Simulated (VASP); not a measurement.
A run of VASP 6.6.1 is set up as follows.

File INCAR:

```
PREC = Accurate ; ENCUT = 520
EDIFF = 1E-6 ; ISMEAR = -1
SIGMA = 0.1 ; LREAL = F
LASPH = T ; NELM = 80
ALGO = Normal ; ISIF = 2
LWAVE = F ; LCHARG = F
GGA = PE ; NBANDS = 10
```

Contents of KPOINTS:

```
regular mesh
0
Gamma
  10 10 10
```

File POSCAR:

```
Rb
1.0
   -2.2508556417      2.2508556417      2.2508556417
    2.2508556417     -2.2508556417      2.2508556417
    2.2508556417      2.2508556417     -2.2508556417
Rb
1
Direct
    0.0000000000      0.0000000000      0.0000000000
```

Potentials or basis: VASP PAW PBE potentials, release 64 (Rb_sv).

Launch:

```sh
$ cat potpaw_PBE.64/Rb_sv/POTCAR > POTCAR
$ mpirun -np 1 vasp_std > vasp.out
```

(1) What does it give for the pressure?

## Answers

(1) 6.5 GPa.
